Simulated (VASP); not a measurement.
# MoS2 (P6_3/mmc) in VASP: a series of runs, part 2 of 2

VASP 6.6.1. The steps go on from the part before.

**3. Relaxation of cell and atoms, PBE, target pressure 4 GPa, at which the enthalpy is minimised**

This run uses another cell than the first one, of 17.46 Å³/atom.

Input file INCAR:

```
PREC = Accurate
ENCUT = 600
EDIFF = 1E-6
ISMEAR = 0
SIGMA = 0.02
LREAL = F
LASPH = T
NELM = 60
ALGO = Normal
ISIF = 3
LWAVE = F
LCHARG = F
GGA = PE
IBRION = 2
NSW = 70
EDIFFG = -0.008
PSTRESS = 40.0
```

Input file KPOINTS:

```
Automatic mesh
0
Gamma
  12 12 2
```

Input file POSCAR:

```
MoS2
1.0
    3.0922617942      0.0000000000      0.0000000000
   -1.5461308971      2.6779772689      0.0000000000
    0.0000000000      0.0000000000     12.6488682266
Mo S
2 4
Direct
    0.6666666667      0.3333333333      0.2500000000
    0.3333333333      0.6666666667      0.7500000000
    0.6666666667      0.3333333333      0.6296379981
    0.3333333333      0.6666666667      0.3703620019
    0.6666666667      0.3333333333      0.8703620019
    0.3333333333      0.6666666667      0.1296379981
```

Potentials or basis: VASP PAW PBE potentials, release 64 (Mo_sv, S).

Command:

```console
cat potpaw_PBE.64/Mo_sv/POTCAR potpaw_PBE.64/S/POTCAR > POTCAR
mpirun -np 1 vasp_std > vasp.out
```

OUTCAR:

```text
PREC = Accurate
   ENCUT = 600
   EDIFF = 1E-6
   ISMEAR = 0
   LREAL = F
   LASPH = T
   NELM = 60
   ISIF = 3
   GGA = PE
   IBRION = 2
   NSW = 70
   EDIFFG = -0.008
   PSTRESS = 40.0

 ion  position               nearest neighbor table
   1  0.667  0.333  0.250-   4 2.35   6 2.35   4 2.35   6 2.35   4 2.35   6 2.35
   2  0.333  0.667  0.750-   3 2.35   5 2.35   3 2.35   5 2.35   3 2.35   5 2.35
   3  0.667  0.333  0.630-   2 2.35   2 2.35   2 2.35
   4  0.333  0.667  0.370-   1 2.35   1 2.35   1 2.35
   5  0.667  0.333  0.870-   2 2.35   2 2.35   2 2.35
   6  0.333  0.667  0.130-   1 2.35   1 2.35   1 2.35

  LATTYP: Found a hexagonal cell.
 ALAT       =     3.0922617942
 C/A-ratio  =     4.0904907373

  Lattice vectors:

 A1 = (   3.0922617942,   0.0000000000,   0.0000000000)
 A2 = (  -1.5461308971,   2.6779772689,   0.0000000000)
 A3 = (   0.0000000000,   0.0000000000,  12.6488682266)

Analysis of symmetry for initial positions (statically):
=====================================================================
 Subroutine PRICEL returns:
 Original cell was already a primitive cell.

 Routine SETGRP: Setting up the symmetry group for a
 hexagonal supercell.

 Subroutine GETGRP returns: Found 24 space group operations
 (whereof 12 operations were pure point group operations)
 out of a pool of 24 trial point group operations.

The static configuration has the point symmetry D_3d.
 The point group associated with its full space group is D_6h.

Analysis of symmetry for dynamics (positions and initial velocities):
=====================================================================
 Subroutine PRICEL returns:
 Original cell was already a primitive cell.

 Routine SETGRP: Setting up the symmetry group for a
[... 140 lines left out ...]
   GGA     = PE    functional components
   LHFCALC =     F    Hartree Fock is set to
   AEXX    =    0.0000 exact exchange contribution
   IVDW    =     0    specifies the selected vdW correction
   LEPSILON=     F    determine dielectric tensor
   LRPA    =     F    only Hartree local field effects (RPA)
 conjugate gradient relaxation of ions
 non-spin polarized calculation
 Gauss-broadening in eV      SIGMA  =   0.02
  energy-cutoff  :      600.00
  volume of cell :      104.75
 maximum number of plane-waves:      3530
 NGX is ok and might be reduce to    28
   NGX = 13   NGY = 13   NGZ = 51

--------------------------------------- Ionic step        1  -------------------------------------------

 number of electron      52.0000003 magnetization

 Free energy of the ion-electron system (eV)
  ---------------------------------------------------
  ext. energy  EPLUGINS =         0.00000000
  ---------------------------------------------------
  free energy    TOTEN  =       -43.29714037 eV

  energy without entropy =      -43.29714037  energy(sigma->0) =      -43.29714037

------------------------ aborting loop because EDIFF is reached ----------------------------------------

  FORCE on cell =-STRESS in cart. coord.  units (eV):
  Direction    XX          YY          ZZ          XY          YZ          ZX
  --------------------------------------------------------------------------------------
  -------------------------------------------------------------------------------------
  Total        9.0347081      9.0347081      9.6887933      0.0000000      0.0000000      0.0000000
  in kB      138.1942261    138.1942261    148.1990657      0.0000000      0.0000000      0.0000000
  external PRESSURE =     101.5291726 kB  Pullay stress =      40.0000000 kB
[... 109 lines left out ...]
  energy  without entropy=      -43.6355295902  energy(sigma->0) =      -43.63552959

  enthalpy is  TOTEN    =       -40.8918258921 eV   P V=        2.7437036982

[... ionic steps 4 to 16 ...]

--------------------------------------- Ionic step       17  -------------------------------------------

 number of electron      51.9999999 magnetization

------------------------ aborting loop because EDIFF is reached ----------------------------------------
[... 79 lines left out ...]
--------------------------------------- Ionic step       19  -------------------------------------------

 number of electron      51.9999999 magnetization

 Free energy of the ion-electron system (eV)
  ---------------------------------------------------
  ext. energy  EPLUGINS =         0.00000000
  ---------------------------------------------------
  free energy    TOTEN  =       -43.55288391 eV

  energy without entropy =      -43.55288391  energy(sigma->0) =      -43.55288391

 E-fermi :   7.9957     XC(G=0): -10.9976

 val. band max:        7.9055039033   @ k =   0.0000   0.0000   0.0000
 cond. band min:       8.7201144545   @ k =   0.1667   0.1667   0.0000
 fundamental gap:      0.8146105512
 Fermi energy:         7.9956898295

 k-point     1 :       0.0000    0.0000    0.0000
  band No.  band energies     occupation
      1     -53.6228      2.00000
      2     -53.6228      2.00000
      3     -27.7876      2.00000
      4     -27.7875      2.00000
      5     -27.5456      2.00000
      6     -27.5456      2.00000
[... 805 lines left out ...]
     30       9.5938      0.00000
     31      10.8666      0.00000

 [... further k-points ...]
[... 5 lines left out ...]
  --------------------------------------------------------------------------------------
  -------------------------------------------------------------------------------------
  Total        2.6183745      2.6183745      2.5646433      0.0000000      0.0000000      0.0000000
  in kB       40.3023677     40.3023677     39.4753296      0.0000000      0.0000000      0.0000000
  external PRESSURE =       0.0266883 kB  Pullay stress =      40.0000000 kB
[... 25 lines left out ...]
  energy  without entropy=      -43.5528839120  energy(sigma->0) =      -43.55288391

  enthalpy is  TOTEN    =       -40.9541537145 eV   P V=        2.5987301975

 reached required accuracy - stopping structural energy minimisation
```

CONTCAR:

```text
MoS2
   1.00000000000000
     3.1492687596370565   -0.0000000000000000   -0.0000000000000000
    -1.5746343798185283    2.7273467491398198    0.0000000000000000
     0.0000000000000000   -0.0000000000000000   12.1188581542185965
  Mo              S
     2     4
Direct
     0.6666666667000030    0.3333333332999970    0.2500000000000000
     0.3333333332999970    0.6666666667000030    0.7500000000000000
     0.6666666667000030    0.3333333332999970    0.6208156095665529
     0.3333333332999970    0.6666666667000030    0.3791843904334470
     0.6666666667000030    0.3333333332999970    0.8791843904334471
     0.3333333332999970    0.6666666667000030    0.1208156095665531

  0.00000000E+00  0.00000000E+00  0.00000000E+00
  0.00000000E+00  0.00000000E+00  0.00000000E+00
  0.00000000E+00  0.00000000E+00  0.00000000E+00
  0.00000000E+00  0.00000000E+00  0.00000000E+00
  0.00000000E+00  0.00000000E+00  0.00000000E+00
  0.00000000E+00  0.00000000E+00  0.00000000E+00
```

Wall time 21 min (1 thread of Intel Xeon 6975P-C (Granite Rapids), shared host); peak memory 0.37 GiB.

What came out:

```yaml
Free_energy: -43.5529 eV
Relaxed_volume: 17.35 Å³/atom
Relaxed_cell: a = 3.149 Å, b = 3.149 Å, c = 12.119 Å, α = 90.00°, β = 90.00°, γ = 120.00°
Space_group_after_relaxing_to_0.1_Å: P6_3/mmc (No. 194)
Energy_change_on_relaxing_the_run_minimises_the_enthalpy: -42.6 meV/atom
Ionic_steps: 19
Pressure_after_relaxing: 4.0 GPa
Largest_force_after_relaxing: 0.008 eV/Å
Band_gap_on_the_k_mesh: 0.81 eV (least direct gap 1.71 eV)
```

Forces in eV/Å, atoms in the order of the input:
```
Mo   0.000  0.000  0.000
Mo   0.000  0.000  0.000
S    0.000  0.000  0.008
S    0.000  0.000 -0.008
S    0.000  0.000 -0.008
S    0.000  0.000  0.008
```

The path:
| step | energy change (eV) | largest force (eV/Å) | pressure (GPa) | volume (Å³) |
| --- | --- | --- | --- | --- |
| 1 | 0.0000 | 1.4257 | 14.15 | 104.75 |
| 2 | 0.3267 | 2.1569 | -12.67 | 122.43 |
| 3 | -0.3384 | 0.0324 | 3.31 | 109.90 |
| 4 | -0.3328 | 0.0899 | 3.74 | 109.65 |
| 5 | -0.3303 | 0.1133 | 3.92 | 109.55 |
| 6 | -0.3381 | 0.1836 | 3.75 | 109.42 |
| 7 | -0.3389 | 0.2856 | 3.54 | 109.21 |
| 8 | -0.3370 | 0.2407 | 3.36 | 108.84 |
| 9 | -0.3264 | 0.1081 | 2.87 | 107.73 |
| 10 | -0.2818 | 0.1498 | 2.04 | 105.49 |
| 11 | -0.2585 | 0.0760 | 3.13 | 104.32 |
| 12 | -0.2482 | 0.0481 | 3.54 | 103.88 |
| 13 | -0.2458 | 0.0418 | 3.62 | 103.78 |
| 14 | -0.2474 | 0.0325 | 3.71 | 103.82 |
| 15 | -0.2507 | 0.0104 | 3.93 | 103.90 |
| 16 | -0.2546 | 0.0344 | 4.44 | 104.07 |
| 17 | -0.2528 | 0.0093 | 4.15 | 103.97 |
| 18 | -0.2560 | 0.0092 | 4.00 | 104.10 |
| 19 | -0.2557 | 0.0075 | 4.00 | 104.09 |

Final structure:
```
Mo S
1.0
     3.14927    0.00000    0.00000
    -1.57463    2.72735    0.00000
     0.00000    0.00000   12.11886
Mo S
2 4
Direct
  0.66667 0.33333 0.25000
  0.33333 0.66667 0.75000
  0.66667 0.33333 0.62082
  0.33333 0.66667 0.37918
  0.66667 0.33333 0.87918
  0.33333 0.66667 0.12082
```

Caveat: the cell is relaxed towards a set pressure, so the run minimises the enthalpy, not the energy; this functional lacks dispersion, which binds layers or chains, so the pressure and a relaxed spacing across them are unreliable. A k mesh can miss the band edges.
